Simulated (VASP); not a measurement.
A run of VASP 6.6.1:

Contents of INCAR:

```
ALGO = Normal ; EDIFF = 1E-6
ENCUT = 520 ; GGA = PE
ISIF = 2 ; ISMEAR = 0
LASPH = True ; LCHARG = False
LREAL = False ; LWAVE = False
NBANDS = 14 ; NELM = 80
PREC = Accurate ; SIGMA = 0.1
```

The input KPOINTS:

```
k-points
0
Gamma
  6 6 4
```

POSCAR

```
Mg2B3
1.0
    4.5525052658      0.0000000034      0.0000000000
   -2.2762526358      3.9425852094      0.0000000000
    0.0000000000      0.0000000000      4.6897354927
Mg B
2 3
Direct
    0.3333333333      0.6666666667      0.5000000000
    0.6666666667      0.3333333333      0.5000000000
    0.0000000000      0.0000000000      0.6689309440
    0.0000000000      0.0000000000      0.3310690560
    0.0000000000      0.0000000000      0.0000000000
```

Potentials or basis: VASP PAW PBE potentials, release 64 (Mg, B).

Launch:

```console
$ cat potpaw_PBE.64/Mg/POTCAR potpaw_PBE.64/B/POTCAR > POTCAR
$ mpirun -np 1 vasp_std > vasp.out
```

Hardware: 1 thread of Intel Xeon 6975P-C, with other jobs on the host.

How long does it take, and how much memory?

Wall time 17 s on 1 thread of Intel Xeon 6975P-C, with other jobs on the host, peak memory 0.2 GiB. Counts: scf iterations 12, k points 21.
